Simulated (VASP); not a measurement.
# Sn3Mo2 (Pm-3m) in VASP: notebook

The runs below take Sn3Mo2 through single point, relaxation of cell and atoms, with PBE.

All numbers are computed with VASP 6.6.1; they aren't measurements. Logs are shortened: lines on timing, memory, paths and dates and some standing lists are left out, and cuts for length are marked.

### Step 1. The cell of the first run

It takes space group Pm-3m (No. 221, cubic). Conventional cell: a = 4.963 Å, b = 4.963 Å, c = 4.963 Å, α = 90.00°, β = 90.00°, γ = 90.00°. Sn (site symmetry 4/mmm) has 2 Mo at 2.48 Å within 3.3 Å. Mo (site symmetry m-3m) has 12 Sn at 3.51 Å and 8 Mo at 4.30 Å within 4.6 Å. Within 3.3 Å of Mo (site symmetry m-3m) lie 6 Sn at 2.48 Å.

The cell was built from a structure type or drawn by symmetry, and may not be a known phase.

### Step 2. Single point, PBE

Input file INCAR:

```
  ALGO = Normal
  EDIFF = 1E-7
  ENCUT = 520
  GGA = PE
  ISIF = 2
  ISMEAR = 0
  LASPH = T
  LCHARG = F
  LREAL = F
  LWAVE = F
  NBANDS = 43
  NELM = 100
  PREC = Accurate
  SIGMA = 0.1
```

Input file KPOINTS:

```
k-points
0
Gamma
  4 4 4
```

Input file POSCAR:

```
Sn3Mo2
1.0
    4.9632197100      0.0000000000      0.0000000000
    0.0000000000      4.9632197100      0.0000000000
    0.0000000000      0.0000000000      4.9632197100
Sn Mo
3 2
Direct
    0.0000000000      0.5000000000      0.5000000000
    0.5000000000      0.0000000000      0.5000000000
    0.5000000000      0.5000000000      0.0000000000
    0.0000000000      0.0000000000      0.0000000000
    0.5000000000      0.5000000000      0.5000000000
```

Potentials or basis: VASP PAW PBE potentials, release 64 (Sn_d, Mo_sv).

Run with:

```sh
cat potpaw_PBE.64/Sn_d/POTCAR potpaw_PBE.64/Mo_sv/POTCAR > POTCAR
mpirun -np 1 vasp_std > vasp.out
```

OUTCAR:

```text
EDIFF = 1E-7
   ENCUT = 520
   GGA = PE
   ISIF = 2
   ISMEAR = 0
   LASPH = T
   LREAL = F
   NELM = 100
   PREC = Accurate

 ion  position               nearest neighbor table
   1  0.000  0.500  0.500-   5 2.48   5 2.48   4 3.51   2 3.51   3 3.51   4 3.51   2 3.51   4 3.51
                             4 3.51   2 3.51   3 3.51   3 3.51   3 3.51   2 3.51
   2  0.500  0.000  0.500-   5 2.48   5 2.48   4 3.51   1 3.51   3 3.51   4 3.51   1 3.51   3 3.51
                             3 3.51   3 3.51   1 3.51   4 3.51   4 3.51   1 3.51
   3  0.500  0.500  0.000-   5 2.48   5 2.48   4 3.51   1 3.51   1 3.51   2 3.51   2 3.51   2 3.51
                             4 3.51   2 3.51   1 3.51   4 3.51   1 3.51   4 3.51
   4  0.000  0.000  0.000-   1 3.51   2 3.51   3 3.51   1 3.51   2 3.51   1 3.51   3 3.51   1 3.51
                             2 3.51   3 3.51   2 3.51   3 3.51
   5  0.500  0.500  0.500-   1 2.48   2 2.48   3 2.48   3 2.48   2 2.48   1 2.48

  LATTYP: Found a simple cubic cell.
 ALAT       =     4.9632197100

  Lattice vectors:

 A1 = (   4.9632197100,   0.0000000000,   0.0000000000)
 A2 = (   0.0000000000,   4.9632197100,   0.0000000000)
 A3 = (   0.0000000000,   0.0000000000,   4.9632197100)

Analysis of symmetry for initial positions (statically):
=====================================================================
 Subroutine PRICEL returns:
 Original cell was already a primitive cell.

 Routine SETGRP: Setting up the symmetry group for a
 simple cubic supercell.

 Subroutine GETGRP returns: Found 48 space group operations
 (whereof 48 operations were pure point group operations)
 out of a pool of 48 trial point group operations.

The static configuration has the point symmetry O_h .

Analysis of symmetry for dynamics (positions and initial velocities):
=====================================================================
 Subroutine PRICEL returns:
 Original cell was already a primitive cell.

 Routine SETGRP: Setting up the symmetry group for a
 simple cubic supercell.

 Subroutine GETGRP returns: Found 48 space group operations
 (whereof 48 operations were pure point group operations)
 out of a pool of 48 trial point group operations.

The dynamic configuration has the point symmetry O_h .

 Subroutine INISYM returns: Found 48 space group operations
 (whereof 48 operations are pure point group operations),
 and found     1 'primitive' translations

----------------------------------------------------------------------------------------

                                     Primitive cell

  volume of cell :     122.2617

  direct lattice vectors                    reciprocal lattice vectors
     4.963219710  0.000000000  0.000000000     0.201482114  0.000000000  0.000000000
     0.000000000  4.963219710  0.000000000     0.000000000  0.201482114  0.000000000
     0.000000000  0.000000000  4.963219710     0.000000000  0.000000000  0.201482114

  length of vectors
     4.963219710  4.963219710  4.963219710     0.201482114  0.201482114  0.201482114

  position of ions in fractional coordinates (direct lattice)
     0.000000000  0.500000000  0.500000000
     0.500000000  0.000000000  0.500000000
     0.500000000  0.500000000  0.000000000
     0.000000000  0.000000000  0.000000000
     0.500000000  0.500000000  0.500000000

  ion indices of the primitive-cell ions
   primitive index   ion index
                 1           1
                 2           2
                 3           3
                 4           4
                 5           5

----------------------------------------------------------------------------------------

 KPOINTS: k-points

Automatic generation of k-mesh.
 Grid dimensions read from file:
 generate k-points for:    4    4    4

 Generating k-lattice:

  Cartesian coordinates                     Fractional coordinates (reciprocal lattice)
     0.050370529  0.000000000  0.000000000     0.250000000  0.000000000  0.000000000
     0.000000000  0.050370529  0.000000000     0.000000000  0.250000000  0.000000000
     0.000000000  0.000000000  0.050370529     0.000000000  0.000000000  0.250000000

  Length of vectors
     0.050370529  0.050370529  0.050370529

  Shift w.r.t. Gamma in fractional coordinates (k-lattice)
     0.000000000  0.000000000  0.000000000

 Subroutine IBZKPT returns following result:
 ===========================================

 Found     10 irreducible k-points:

 Following reciprocal coordinates:
            Coordinates               Weight
  0.000000  0.000000  0.000000      1.000000
  0.250000  0.000000  0.000000      6.000000
  0.500000  0.000000  0.000000      3.000000
  0.250000  0.250000  0.000000     12.000000
  0.500000  0.250000  0.000000     12.000000
  0.500000  0.500000  0.000000      3.000000
  0.250000  0.250000  0.250000      8.000000
  0.500000  0.250000  0.250000     12.000000
  0.500000  0.500000  0.250000      6.000000
  0.500000  0.500000  0.500000      1.000000
   k-points           NKPTS =     10   k-points in BZ     NKDIM =     10   number of bands    NBANDS=     43
   number of dos      NEDOS =    301   number of ions     NIONS =      5
   total plane-waves  NPLWV =  64000
   dimension x,y,z NGX =    40 NGY =   40 NGZ =   40
   dimension x,y,z NGXF=    80 NGYF=   80 NGZF=   80
   ions per type =               3   2
   NGX,Y,Z   is equivalent  to a cutoff of  13.40, 13.40, 13.40 a.u.
   NGXF,Y,Z  is equivalent  to a cutoff of  26.80, 26.80, 26.80 a.u.
 SYSTEM =  unknown system
   PREC   = accura    normal or accurate (medium, high low for compatibility)
   ISTART =      0    job   : 0-new  1-cont  2-samecut
   ICHARG =      2    charge: 1-file 2-atom 10-const
   ISPIN  =      1    spin polarized calculation?
   LNONCOLLINEAR =      F non collinear calculations
   LSORBIT =      F    spin-orbit coupling
   LASPH  =      T    aspherical Exc in radial PAW
   ENCUT  =  520.0 eV  38.22 Ry    6.18 a.u.   9.23  9.23  9.23*2*pi/ulx,y,z
   NELM   =    100;   NELMIN=  2; NELMDL= -5     # of ELM steps
   EDIFF  = 0.1E-06   stopping-criterion for ELM
   LREAL  =      F    real-space projection
   EDIFFG = 0.1E-05   stopping-criterion for IOM
   NSW    =      0    number of steps for IOM
   IBRION =     -1    ionic relax: 0-MD 1-quasi-New 2-CG
   NFREE  =      0    steps in history (QN), initial steepest desc. (CG)
   ISIF   =      2    stress and relaxation
   ISYM   =      2    0-nonsym 1-usesym 2-fastsym
   POTIM  = 0.5000    time-step for ionic-motion
   TEBEG  =    0.0;   TEEND  =   0.0 temperature during run
   PSTRESS=    0.0 pullay stress
   NELECT =      70.0000    total number of electrons
   NUPDOWN=      -1.0000    fix difference up-down
   EMIN   =  10.00;   EMAX   =-10.00  energy-range for DOS
   EFERMI =   0.00;   METHOD = LEGACY
   ISMEAR =     0;   SIGMA  =   0.10  broadening in eV -4-tet -1-fermi 0-gaus
   EFERMI_NEDOS =   21; number of points for ismear=-14 and -15
   IALGO  =     38    algorithm
   IMIX   =      4    mixing-type and parameters
     AMIX     =   0.40;   BMIX     =  1.00
     AMIX_MAG =   1.60;   BMIX_MAG =  1.00
  volume/ion in A,a.u.               =      24.45       165.01
  Fermi-wavevector in a.u.,A,eV,Ry     =   1.359390  2.568874 25.142759  1.847941
  Thomas-Fermi vector in A             =   2.486142
   LORBIT       =      0    0 simple, 1 ext, 2 COOP (PROOUT), +10 PAW based schemes
   GGA     = PE    functional components
   LHFCALC =     F    Hartree Fock is set to
   AEXX    =    0.0000 exact exchange contribution
   IVDW    =     0    specifies the selected vdW correction
   LEPSILON=     F    determine dielectric tensor
   LRPA    =     F    only Hartree local field effects (RPA)
 non-spin polarized calculation
 Gauss-broadening in eV      SIGMA  =   0.10
  energy-cutoff  :      520.00
  volume of cell :      122.26
 maximum number of plane-waves:      3328
 NGX is ok and might be reduce to    40
   NGX = 19   NGY = 19   NGZ = 19

 number of electron      69.9999985 magnetization

 Free energy of the ion-electron system (eV)
  ---------------------------------------------------
  ext. energy  EPLUGINS =         0.00000000
  ---------------------------------------------------
  free energy    TOTEN  =       -25.63404464 eV

  energy without entropy =      -25.55386741  energy(sigma->0) =      -25.59395602

 E-fermi :   8.3313     XC(G=0): -10.7045

 val. band max:        8.3293461409   @ k =   0.5000   0.2500   0.2500
 cond. band min:       8.3485083017   @ k =   0.5000   0.2500   0.0000
 fundamental gap:      0.0191621608
 Fermi energy:         8.3312857238

 k-point     1 :       0.0000    0.0000    0.0000
  band No.  band energies     occupation
      1     -52.5207      2.00000
      2     -52.0998      2.00000
      3     -26.6093      2.00000
      4     -26.6093      2.00000
      5     -26.6093      2.00000
      6     -26.4077      2.00000
[... 35 lines left out ...]
     42      11.3027      0.00000
     43      11.3061      0.00000

 k-point     2 :       0.2500    0.0000    0.0000
  band No.  band energies     occupation
      1     -52.5207      2.00000
      2     -52.0993      2.00000
      3     -26.6097      2.00000
      4     -26.6092      2.00000
      5     -26.6092      2.00000
      6     -26.4295      2.00000
[... 35 lines left out ...]
     42      10.6856      0.00000
     43      11.2331      0.00000

 k-point     3 :       0.5000    0.0000    0.0000
  band No.  band energies     occupation
      1     -52.5207      2.00000
      2     -52.0987      2.00000
      3     -26.6102      2.00000
      4     -26.6092      2.00000
      5     -26.6092      2.00000
      6     -26.4511      2.00000
[... 35 lines left out ...]
     42      11.0014      0.00000
     43      11.0400      0.00000

 k-point     4 :       0.2500    0.2500    0.0000
  band No.  band energies     occupation
      1     -52.5207      2.00000
      2     -52.0987      2.00000
      3     -26.6098      2.00000
      4     -26.6097      2.00000
      5     -26.6092      2.00000
      6     -26.4302      2.00000
[... 35 lines left out ...]
     42      11.3407      0.00000
     43      11.3957      0.00000

 k-point     5 :       0.5000    0.2500    0.0000
  band No.  band energies     occupation
      1     -52.5207      2.00000
      2     -52.0982      2.00000
      3     -26.6102      2.00000
      4     -26.6097      2.00000
      5     -26.6092      2.00000
      6     -26.4517      2.00000
[... 35 lines left out ...]
     42      11.9904      0.00000
     43      12.2922      0.00000

 k-point     6 :       0.5000    0.5000    0.0000
  band No.  band energies     occupation
      1     -52.5207      2.00000
      2     -52.0976      2.00000
      3     -26.6102      2.00000
      4     -26.6102      2.00000
      5     -26.6092      2.00000
      6     -26.4523      2.00000
[... 35 lines left out ...]
     42      12.3623      0.00000
     43      12.3950      0.00000

 k-point     7 :       0.2500    0.2500    0.2500
  band No.  band energies     occupation
      1     -52.5207      2.00000
      2     -52.0982      2.00000
      3     -26.6097      2.00000
      4     -26.6097      2.00000
      5     -26.6097      2.00000
      6     -26.4309      2.00000
[... 35 lines left out ...]
     42      11.5931      0.00000
     43      11.5931      0.00000

 k-point     8 :       0.5000    0.2500    0.2500
  band No.  band energies     occupation
      1     -52.5207      2.00000
      2     -52.0976      2.00000
      3     -26.6101      2.00000
      4     -26.6097      2.00000
      5     -26.6095      2.00000
      6     -26.4524      2.00000
[... 35 lines left out ...]
     42      11.4721      0.00000
     43      11.9615      0.00000

 k-point     9 :       0.5000    0.5000    0.2500
  band No.  band energies     occupation
      1     -52.5207      2.00000
      2     -52.0971      2.00000
      3     -26.6101      2.00000
      4     -26.6101      2.00000
      5     -26.6095      2.00000
      6     -26.4531      2.00000
[... 35 lines left out ...]
     42      12.3545      0.00000
     43      12.3545      0.00000

 k-point    10 :       0.5000    0.5000    0.5000
  band No.  band energies     occupation
      1     -52.5207      2.00000
      2     -52.0966      2.00000
      3     -26.6099      2.00000
      4     -26.6099      2.00000
      5     -26.6099      2.00000
      6     -26.4539      2.00000
[... 35 lines left out ...]
     42      13.2973      0.00000
     43      13.2973      0.00000

------------------------ aborting loop because EDIFF is reached ----------------------------------------

  FORCE on cell =-STRESS in cart. coord.  units (eV):
  Direction    XX          YY          ZZ          XY          YZ          ZX
  --------------------------------------------------------------------------------------
  -------------------------------------------------------------------------------------
  Total        7.0012161      7.0012161      7.0012161      0.0000000      0.0000000      0.0000000
  in kB       91.7473570     91.7473570     91.7473570      0.0000000      0.0000000      0.0000000
  external PRESSURE =      91.7473570 kB  Pullay stress =       0.0000000 kB

 VOLUME and BASIS-vectors are now :
 -----------------------------------------------------------------------------
  energy-cutoff  :      520.00
  volume of cell :      122.26
      direct lattice vectors                 reciprocal lattice vectors
     4.963219710  0.000000000  0.000000000     0.201482114  0.000000000  0.000000000
     0.000000000  4.963219710  0.000000000     0.000000000  0.201482114  0.000000000
     0.000000000  0.000000000  4.963219710     0.000000000  0.000000000  0.201482114

 POSITION                                       TOTAL-FORCE (eV/Angst)
 -----------------------------------------------------------------------------------
      0.00000      2.48161      2.48161         0.000000      0.000000      0.000000
      2.48161      0.00000      2.48161         0.000000      0.000000      0.000000
      2.48161      2.48161      0.00000         0.000000      0.000000      0.000000
      0.00000      0.00000      0.00000         0.000000      0.000000      0.000000
      2.48161      2.48161      2.48161         0.000000      0.000000      0.000000
 -----------------------------------------------------------------------------------
    total drift:                               -0.000000     -0.000000     -0.000000

  FREE ENERGIE OF THE ION-ELECTRON SYSTEM (eV)
  ---------------------------------------------------
  free  energy   TOTEN  =       -25.6340446378 eV

  energy  without entropy=      -25.5538674096  energy(sigma->0) =      -25.59395602
```

It took 36 s on 1 thread of Intel Xeon 6975P-C (Granite Rapids), shared host; peak memory 0.24 GiB.

What came out:

- Free energy: -25.6340 eV
- Pressure: 9.2 GPa
- Band gap on the k mesh: zero (bands 35 and 36 overlap by 0.13 eV)

Caveat: the cell stands under pressure; spin-orbit coupling is left out, which moves the levels of the heavy elements.

### Step 3. Single point, PBE

This run uses another cell than the first one, of 27.20 Å³/atom.

Input file INCAR:

```
SYSTEM = Sn3Mo2
  PREC = Accurate
  ENCUT = 520
  EDIFF = 1E-6
  ISMEAR = 0
  SIGMA = 0.1
  LREAL = .False.
  LASPH = .True.
  NELM = 60
  ALGO = Fast
  ISIF = 2
  LWAVE = .False.
  LCHARG = .False.
  GGA = PE
  NBANDS = 43
```

Input file KPOINTS:

```
regular mesh
0
Gamma
  4 4 4
  0 0 0
```

Changes to POSCAR since step 2:

```diff
@@ -2,5 +2,5 @@
 1.0
-    4.9632197100      0.0000000000      0.0000000000
-    0.0000000000      4.9632197100      0.0000000000
-    0.0000000000      0.0000000000      4.9632197100
+    5.1423880555      0.0000000000      0.0000000000
+    0.0000000000      5.1423880555      0.0000000000
+    0.0000000000      0.0000000000      5.1423880555
 Sn Mo
```

Potentials or basis: VASP PAW PBE potentials, release 64 (Sn_d, Mo_sv).

Run with:

```sh
cat potpaw_PBE.64/Sn_d/POTCAR potpaw_PBE.64/Mo_sv/POTCAR > POTCAR
mpirun -np 1 vasp_std > vasp.out
```

Wall time 50 s (1 thread of Intel Xeon 6975P-C (Granite Rapids), shared host); peak memory 0.25 GiB.

The run converged. Its results:

| Property | Result |
| --- | --- |
| Free energy | -25.9983 eV |
| Pressure | 0.1 GPa |
| Band gap on the k mesh | zero (bands 35 and 36 overlap by 0.12 eV) |

Levels at points of the mesh, in eV from the Fermi level:
```
           k point  band 32  band 33  band 34  band 35  band 36  band 37  band 38  band 39
(0.00, 0.00, 0.00)    -1.03    -0.45    -0.45     0.06     0.06     0.06     0.41     1.55
(0.50, 0.00, 0.00)    -1.54    -1.11    -0.79    -0.24     0.07     0.66     0.66     2.23
(0.50, 0.50, 0.00)    -0.27    -0.22    -0.10     0.03     0.03     0.10     0.10     0.11
(0.50, 0.50, 0.50)    -2.67    -0.41     0.02     0.02     0.25     0.25     0.25     1.03
```

Caveat: spin-orbit coupling is left out, which moves the levels of the heavy elements.

(Continued in part 2 of 2.)
